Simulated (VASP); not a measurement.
# Ta2N (P-31m) in VASP: a series of runs, part 2 of 2

VASP 6.6.1.

### 3 Single point, PBEsol (strain -0.030 along x and y, -0.015 along z)

Input file INCAR:

```
PREC = Accurate
ENCUT = 520
EDIFF = 1E-6
ISMEAR = 0
SIGMA = 0.15
LREAL = F
LASPH = T
NELM = 100
ALGO = Normal
ISIF = 2
LWAVE = F
LCHARG = F
GGA = PS
NBANDS = 50
```

Input file KPOINTS:

```
Automatic mesh
0
Gamma
  12 12 8
```

Input file POSCAR:

```
Ta2N
1.0
    5.1061746481      0.0000000000      0.0000000000
   -2.5530873241      4.4220769614      0.0000000000
    0.0000000000      0.0000000000      4.8389133800
Ta N
6 3
Direct
    0.6668041018      0.6668041018      0.7527922856
    0.0000000000      0.3331958982      0.7527922856
    0.3331958982      0.0000000000      0.7527922856
    0.3331958982      0.3331958982      0.2472077144
    0.0000000000      0.6668041018      0.2472077144
    0.6668041018      0.0000000000      0.2472077144
    0.6666666667      0.3333333333      0.5000000000
    0.3333333333      0.6666666667      0.5000000000
    0.0000000000      0.0000000000      0.0000000000
```

Potentials or basis: VASP PAW PBE potentials, release 64 (Ta_pv, N).

Command:

```sh
$ cat potpaw_PBE.64/Ta_pv/POTCAR potpaw_PBE.64/N/POTCAR > POTCAR
$ mpirun -np 1 vasp_std > vasp.out
```

OUTCAR:

```text
PREC = Accurate
   ENCUT = 520
   EDIFF = 1E-6
   ISMEAR = 0
   LREAL = F
   LASPH = T
   NELM = 100
   ISIF = 2
   GGA = PS

 ion  position               nearest neighbor table
   1  0.667  0.667  0.753-   9 2.08   8 2.10   7 2.10   5 2.94   6 2.94   4 2.94   3 2.95   2 2.95
                             2 2.95   3 2.95   3 2.95   2 2.95   5 2.98   6 2.98   4 2.98
   2  0.000  0.333  0.753-   9 2.08   7 2.10   8 2.10   6 2.94   4 2.94   5 2.94   1 2.95   3 2.95
                             1 2.95   3 2.95   3 2.95   1 2.95   6 2.98   4 2.98   5 2.98
   3  0.333  0.000  0.753-   9 2.08   8 2.10   7 2.10   5 2.94   4 2.94   6 2.94   1 2.95   2 2.95
                             2 2.95   1 2.95   2 2.95   1 2.95   5 2.98   4 2.98   6 2.98
   4  0.333  0.333  0.247-   9 2.08   7 2.10   8 2.10   2 2.94   3 2.94   1 2.94   6 2.95   5 2.95
                             5 2.95   6 2.95   6 2.95   5 2.95   2 2.98   3 2.98   1 2.98
   5  0.000  0.667  0.247-   9 2.08   8 2.10   7 2.10   3 2.94   1 2.94   2 2.94   4 2.95   6 2.95
                             4 2.95   6 2.95   6 2.95   4 2.95   3 2.98   1 2.98   2 2.98
   6  0.667  0.000  0.247-   9 2.08   7 2.10   8 2.10   2 2.94   1 2.94   3 2.94   4 2.95   5 2.95
                             5 2.95   4 2.95   5 2.95   4 2.95   2 2.98   1 2.98   3 2.98
   7  0.667  0.333  0.500-   2 2.10   6 2.10   3 2.10   5 2.10   4 2.10   1 2.10
   8  0.333  0.667  0.500-   5 2.10   3 2.10   6 2.10   2 2.10   1 2.10   4 2.10
   9  0.000  0.000  0.000-   1 2.08   4 2.08   3 2.08   6 2.08   5 2.08   2 2.08

  LATTYP: Found a hexagonal cell.
 ALAT       =     5.1061746481
 C/A-ratio  =     0.9476591996

  Lattice vectors:

 A1 = (   5.1061746481,   0.0000000000,   0.0000000000)
 A2 = (  -2.5530873241,   4.4220769614,   0.0000000000)
 A3 = (   0.0000000000,   0.0000000000,   4.8389133800)

Analysis of symmetry for initial positions (statically):
=====================================================================
 Subroutine PRICEL returns:
 Original cell was already a primitive cell.

 Routine SETGRP: Setting up the symmetry group for a
 hexagonal supercell.

 Subroutine GETGRP returns: Found 12 space group operations
 (whereof 12 operations were pure point group operations)
 out of a pool of 24 trial point group operations.

The static configuration has the point symmetry D_3d.

[... 160 lines left out ...]
  volume of cell :      109.26
 maximum number of plane-waves:      2982
 NGX is ok and might be reduce to    40
   NGX = 19   NGY = 19   NGZ = 17

 number of electron      81.0000000 magnetization

 Free energy of the ion-electron system (eV)
  ---------------------------------------------------
  ext. energy  EPLUGINS =         0.00000000
  ---------------------------------------------------
  free energy    TOTEN  =      -109.81235446 eV

  energy without entropy =     -109.78071172  energy(sigma->0) =     -109.79653309

 E-fermi :   8.2281     XC(G=0): -13.5850

 val. band max:        8.2261929348   @ k =   0.4167   0.0000   0.5000
 cond. band min:       8.2301071475   @ k =  -0.3333  -0.3333   0.1250
 fundamental gap:      0.0039142127
 Fermi energy:         8.2280536584

 k-point     1 :       0.0000    0.0000    0.0000
  band No.  band energies     occupation
      1     -27.5675      2.00000
      2     -27.0589      2.00000
      3     -26.8124      2.00000
      4     -26.8124      2.00000
      5     -26.7958      2.00000
      6     -26.7958      2.00000
[... 1261 lines left out ...]
     49      11.5855      0.00000
     50      12.1398      0.00000

 [... further k-points ...]

------------------------ aborting loop because EDIFF is reached ----------------------------------------

  FORCE on cell =-STRESS in cart. coord.  units (eV):
  Direction    XX          YY          ZZ          XY          YZ          ZX
  --------------------------------------------------------------------------------------
  -------------------------------------------------------------------------------------
  Total       20.0498045     20.0498045     17.2348188     -0.0000000      0.0000000      0.0000000
  in kB      294.0024265    294.0024265    252.7245865     -0.0000000      0.0000000      0.0000000
  external PRESSURE =     280.2431465 kB  Pullay stress =       0.0000000 kB

 VOLUME and BASIS-vectors are now :
 -----------------------------------------------------------------------------
  energy-cutoff  :      520.00
  volume of cell :      109.26
      direct lattice vectors                 reciprocal lattice vectors
     5.106174648  0.000000000  0.000000000     0.195841323  0.113069041  0.000000000
    -2.553087324  4.422076961  0.000000000     0.000000000  0.226138081  0.000000000
     0.000000000  0.000000000  4.838913380     0.000000000  0.000000000  0.206657967

 POSITION                                       TOTAL-FORCE (eV/Angst)
 -----------------------------------------------------------------------------------
      1.70241      2.94866      3.64270        -0.042449     -0.073524      0.198028
     -0.85068      1.47342      3.64270        -0.042449      0.073524      0.198028
      1.70136      0.00000      3.64270         0.084899      0.000000      0.198028
      0.85068      1.47342      1.19622         0.042449      0.073524     -0.198028
     -1.70241      2.94866      1.19622         0.042449     -0.073524     -0.198028
      3.40482      0.00000      1.19622        -0.084899      0.000000     -0.198028
      2.55309      1.47403      2.41946         0.000000      0.000000      0.000000
     -0.00000      2.94805      2.41946         0.000000      0.000000      0.000000
      0.00000      0.00000      0.00000         0.000000      0.000000      0.000000
 -----------------------------------------------------------------------------------
    total drift:                               -0.000000      0.000000     -0.000000

  FREE ENERGIE OF THE ION-ELECTRON SYSTEM (eV)
  ---------------------------------------------------
  free  energy   TOTEN  =      -109.8123544572 eV

  energy  without entropy=     -109.7807117207  energy(sigma->0) =     -109.79653309
```

OSZICAR:

```text
N       E                     dE             d eps       ncg     rms          rms(c)
DAV:   1     0.857818111351E+03    0.85782E+03   -0.44102E+04 13100   0.173E+03
DAV:   2    -0.559446855003E+02   -0.91376E+03   -0.88109E+03 14214   0.524E+02
DAV:   3    -0.117647318970E+03   -0.61703E+02   -0.59938E+02 16184   0.123E+02
DAV:   4    -0.119228252655E+03   -0.15809E+01   -0.15633E+01 15816   0.188E+01
DAV:   5    -0.119265447998E+03   -0.37195E-01   -0.37130E-01 16576   0.245E+00    0.595E+01
DAV:   6    -0.110509879136E+03    0.87556E+01   -0.45883E+01 17310   0.293E+01    0.288E+01
DAV:   7    -0.109922492146E+03    0.58739E+00   -0.27359E+00 15432   0.792E+00    0.121E+01
DAV:   8    -0.109825633181E+03    0.96859E-01   -0.45407E-01 15656   0.330E+00    0.853E-01
DAV:   9    -0.109813149038E+03    0.12484E-01   -0.77234E-02 16384   0.115E+00    0.378E-01
DAV:  10    -0.109812450647E+03    0.69839E-03   -0.85497E-03 16464   0.517E-01    0.125E-01
DAV:  11    -0.109812358760E+03    0.91887E-04   -0.11626E-03 15656   0.179E-01    0.431E-02
DAV:  12    -0.109812359111E+03   -0.35036E-06   -0.28136E-04 16280   0.703E-02    0.165E-02
DAV:  13    -0.109812355070E+03    0.40407E-05   -0.33701E-05 15336   0.274E-02    0.111E-02
DAV:  14    -0.109812354457E+03    0.61281E-06   -0.60916E-06 12512   0.101E-02
   1 F= -.10981235E+03 E0= -.10979653E+03  d E =-.316427E-01
```

It took 9.8 min on 1 thread of Intel Xeon Platinum 8488C (Sapphire Rapids), shared host; peak memory 0.59 GiB.

What came out:

- Free energy: -109.8124 eV
- Pressure: 28.0 GPa
- Largest force: 0.215 eV/Å
- Band gap on the k mesh: zero (an odd number of electrons rules out a gap without spin polarisation)

Forces in eV/Å, atoms in the order of the input:
```
Ta  -0.042 -0.074  0.198
Ta  -0.042  0.074  0.198
Ta   0.085  0.000  0.198
Ta   0.042  0.074 -0.198
Ta   0.042 -0.074 -0.198
Ta  -0.085  0.000 -0.198
N    0.000  0.000  0.000
N    0.000  0.000  0.000
N    0.000  0.000  0.000
```

Levels at points of the mesh, in eV from the Fermi level:
| k point | band 38 | band 39 | band 40 | band 41 | band 42 | band 43 | band 44 | band 45 |
| --- | --- | --- | --- | --- | --- | --- | --- | --- |
| (0.00, 0.00, 0.00) | -1.11 | -0.52 | -0.52 | -0.50 | -0.16 | -0.16 | 0.89 | 0.89 |
| (0.50, 0.00, 0.00) | -2.16 | -1.46 | 0.37 | 0.67 | 0.88 | 0.95 | 2.15 | 2.44 |
| (0.00, 0.00, 0.50) | -1.80 | -1.46 | -1.46 | -1.17 | 0.71 | 0.71 | 0.83 | 2.36 |
| (0.50, 0.00, 0.50) | -1.44 | -1.37 | -0.89 | 0.07 | 0.21 | 0.22 | 0.74 | 1.13 |

Caveat: the cell differs from its parent crystal (strain -0.030 along x and y, -0.015 along z); the cell stands under pressure; the PAW data sets were made with another functional, which shifts forces and pressure a little; spin-orbit coupling is left out, which moves the levels of the heavy elements.

### 4 Single point, PBEsol (strain +0.030 along x and y, +0.030 along z)

Input file INCAR:

```
SYSTEM = Ta2N
ALGO = Normal
EDIFF = 1E-6
ENCUT = 520
GGA = PS
ISIF = 2
ISMEAR = 0
LASPH = .True.
LCHARG = .False.
LREAL = .False.
LWAVE = .False.
NBANDS = 50
NELM = 60
PREC = Accurate
SIGMA = 0.15
```

Input file KPOINTS:

```
k-points
0
Gamma
  12 12 8
  0 0 0
```

POSCAR: that of step 3 with these lines changed.

```diff
@@ -2,5 +2,5 @@
 1.0
-    5.1061746481      0.0000000000      0.0000000000
-   -2.5530873241      4.4220769614      0.0000000000
-    0.0000000000      0.0000000000      4.8389133800
+    5.4220205027      0.0000000000      0.0000000000
+   -2.7110102513      4.6956074951      0.0000000000
+    0.0000000000      0.0000000000      5.0599804887
 Ta N
```

Command:

```sh
$ cat potpaw_PBE.64/Ta_pv/POTCAR potpaw_PBE.64/N/POTCAR > POTCAR
$ mpirun -np 1 vasp_std > vasp.out
```

It took 21 min on 1 thread of AMD EPYC 7R13, shared host; peak memory 0.64 GiB.

Results (log left out):

```yaml
Free_energy: -109.7651 eV
Pressure: -22.0 GPa
Largest_force: 0.128 eV/Å
Band_gap_on_the_k_mesh: zero (an odd number of electrons rules out a gap without spin polarisation)
```

Forces on the atoms (eV/Å):
```
Ta   0.023  0.039 -0.119
Ta   0.023 -0.039 -0.119
Ta  -0.045  0.000 -0.119
Ta  -0.023 -0.039  0.119
Ta  -0.023  0.039  0.119
Ta   0.045  0.000  0.119
N    0.000  0.000  0.000
N    0.000  0.000  0.000
N    0.000  0.000  0.000
```

Stress tensor (GPa, compression positive):
```
-21.83   0.00   0.00
  0.00 -21.83   0.00
  0.00   0.00 -22.38
```

Levels at points of the mesh, in eV from the Fermi level:
| k point | band 39 | band 40 | band 41 | band 42 | band 43 | band 44 |
| --- | --- | --- | --- | --- | --- | --- |
| (0.00, 0.00, 0.00) | -0.42 | -0.42 | -0.31 | -0.10 | -0.10 | 0.64 |
| (0.50, 0.00, 0.00) | -1.35 | 0.33 | 0.53 | 0.85 | 0.91 | 1.64 |
| (0.00, 0.00, 0.50) | -1.29 | -1.29 | -0.88 | 0.58 | 0.58 | 0.78 |
| (0.50, 0.00, 0.50) | -1.14 | -0.67 | -0.16 | 0.11 | 0.13 | 0.62 |

Caveat: the cell differs from its parent crystal (strain +0.030 along x and y, +0.030 along z); the cell stands under tension; the PAW data sets were made with another functional, which shifts forces and pressure a little; spin-orbit coupling is left out, which moves the levels of the heavy elements.

### 5 Single point, PBEsol (strain -0.030 along x and y, +0.030 along z)

Input file INCAR:

```
SYSTEM = Ta2N
  PREC = Accurate
  ENCUT = 520
  EDIFF = 1E-7
  ISMEAR = 0
  SIGMA = 0.15
  LREAL = .FALSE.
  LASPH = .TRUE.
  NELM = 60
  ALGO = Normal
  ISIF = 2
  LWAVE = .FALSE.
  LCHARG = .FALSE.
  GGA = PS
  NBANDS = 50
```

Input file KPOINTS:

```
regular mesh
0
G
  12 12 8
  0 0 0
```

POSCAR: that of step 4 with these lines changed.

```diff
@@ -2,4 +2,4 @@
 1.0
-    5.4220205027      0.0000000000      0.0000000000
-   -2.7110102513      4.6956074951      0.0000000000
+    5.1061746481      0.0000000000      0.0000000000
+   -2.5530873241      4.4220769614      0.0000000000
     0.0000000000      0.0000000000      5.0599804887
```

Command:

```sh
$ cat potpaw_PBE.64/Ta_pv/POTCAR potpaw_PBE.64/N/POTCAR > POTCAR
$ mpirun -np 1 vasp_std > vasp.out
```

Run time: 12 min. Hardware: 1 thread of Intel Xeon Platinum 8488C (Sapphire Rapids), shared host; peak memory 0.63 GiB.

Results (log left out):

```yaml
Free_energy: -110.1897 eV
Pressure: 10.9 GPa
Largest_force: 0.170 eV/Å
Band_gap_on_the_k_mesh: zero (an odd number of electrons rules out a gap without spin polarisation)
```

Forces in eV/Å, atoms in the order of the input:
```
Ta  -0.063 -0.109  0.115
Ta  -0.063  0.109  0.115
Ta   0.126  0.000  0.115
Ta   0.063  0.109 -0.115
Ta   0.063 -0.109 -0.115
Ta  -0.126  0.000 -0.115
N    0.000  0.000  0.000
N    0.000  0.000  0.000
N    0.000  0.000  0.000
```

Stress tensor (GPa, compression positive):
```
16.49  0.00  0.00
 0.00 16.49  0.00
 0.00  0.00 -0.13
```

Levels at points of the mesh, in eV from the Fermi level:
| k point | band 39 | band 40 | band 41 | band 42 | band 43 | band 44 |
| --- | --- | --- | --- | --- | --- | --- |
| (0.00, 0.00, 0.00) | -0.76 | -0.41 | -0.41 | -0.11 | -0.11 | 1.24 |
| (0.50, 0.00, 0.00) | -1.43 | 0.21 | 0.48 | 0.55 | 0.74 | 2.06 |
| (0.00, 0.00, 0.50) | -1.33 | -1.24 | -1.24 | 0.70 | 0.75 | 0.75 |
| (0.50, 0.00, 0.50) | -1.31 | -0.94 | 0.14 | 0.22 | 0.37 | 0.85 |

Caveat: the cell differs from its parent crystal (strain -0.030 along x and y, +0.030 along z); the cell stands under pressure; the PAW data sets were made with another functional, which shifts forces and pressure a little; spin-orbit coupling is left out, which moves the levels of the heavy elements.

### 6 The runs side by side

```tsv
cell	gap on the mesh (eV)	pressure (GPa)	largest force (eV/Å)
a = 5.185, b = 5.185, c = 4.765 Å, angles 90.0, 90.0, 120.0°, 9 atoms	none	22.0	0.11
a = 5.106, b = 5.106, c = 4.839 Å, angles 90.0, 90.0, 120.0°, 9 atoms	none	28.0	0.22
a = 5.422, b = 5.422, c = 5.060 Å, angles 90.0, 90.0, 120.0°, 9 atoms	none	-22.0	0.13
a = 5.106, b = 5.106, c = 5.060 Å, angles 90.0, 90.0, 120.0°, 9 atoms	none	10.9	0.17
```

Alike in all rows: task single point; level PBEsol; potentials or basis VASP PAW PBE potentials, release 64 (Ta_pv, N); no spin polarisation; k mesh 12 × 12 × 8; cutoff (eV) 520; smearing gaussian 0.15 eV.

Caveats: the PAW data sets were made with another functional, which shifts forces and pressure a little; spin-orbit coupling is left out, which moves the levels of the heavy elements; the cell stands under pressure (at least some runs); the cell stands under tension (at least some runs).

Absolute energies hang on the potentials; compare differences alone.
